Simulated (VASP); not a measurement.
Wanted: the native input for a VASP 6.6.1 run.

```yaml
Task: relaxation of cell and atoms
Functional: revPBE
Potentials_or_basis: VASP PAW PBE potentials, release 64 (Bi_d)
Cutoff: 600 eV
k_mesh: 10 × 10 × 3
Occupations: fermi-dirac, width 0.1 eV
Spin: no spin polarisation
Dipole_correction: no
Further_INCAR_settings: ALGO = Normal; EDIFF = 1e-06; IBRION = 2; EDIFFG = -0.01; NSW = 80; ISIF = 3
```

The structure of Bi lies in POSCAR:

```
Bi
1.0
    3.5579831475      0.0000000000      0.0000000000
   -1.7789915738      3.0813037920      0.0000000000
    0.0000000000      0.0000000000     11.6203729598
Bi
4
Direct
    0.0000000000      0.0000000000      0.0000000000
    0.0000000000      0.0000000000      0.5000000000
    0.3333333333      0.6666666667      0.2500000000
    0.6666666667      0.3333333333      0.7500000000
```

This isn't the form of Bi at room conditions, which is rhombohedral.

These files were run (other wordings do the same):

INCAR

```
SYSTEM = Bi
PREC     = Accurate       ! precision mode
ENCUT    = 600            ! plane-wave cutoff, eV
EDIFF    = 1E-6           ! SCF threshold, eV
ISMEAR   = -1             ! smearing method
SIGMA    = 0.1            ! smearing width, eV
LREAL    = .FALSE.        ! projectors in reciprocal space
LASPH    = .TRUE.         ! aspherical terms in the spheres
NELM     = 100            ! most SCF steps
ALGO     = Normal         ! electronic algorithm
ISIF     = 3              ! what is computed and relaxed
LWAVE    = .FALSE.        ! write WAVECAR
LCHARG   = .FALSE.        ! write CHGCAR
GGA      = RE             ! functional
IBRION   = 2              ! ionic algorithm
NSW      = 80             ! ionic steps
EDIFFG   = -0.01          ! ionic threshold
```

KPOINTS

```
Automatic mesh
0
G
  10 10 3
  0 0 0
```

Potentials or basis: VASP PAW PBE potentials, release 64 (Bi_d).

Command:

```bash
$ cat potpaw_PBE.64/Bi_d/POTCAR > POTCAR
$ mpirun -np 1 vasp_std > vasp.out
```

It gave:

| Property | Result |
| --- | --- |
| Relaxed volume | 32.33 Å³/atom |
| Relaxed cell | a = 3.546 Å, b = 3.546 Å, c = 11.871 Å, α = 90.00°, β = 90.00°, γ = 120.00° |
| Space group after relaxing (to 0.1 Å) | P6_3/mmc (No. 194) |
| Energy gained by relaxing | 3.1 meV/atom |
| Ionic steps | 5 |
| Pressure after relaxing | 0.0 GPa |
| Band gap on the k mesh | zero (bands 30 and 31 overlap by 5.79 eV) |

Caveat: the PAW data sets were made with another functional, which shifts forces and pressure a little; spin-orbit coupling is left out, which moves the levels of the heavy elements.

Run time: 6.3 min on 1 thread of Intel(R) Xeon(R) Platinum 8488C (Sapphire Rapids), on a shared host, peak memory 0.33 GiB.
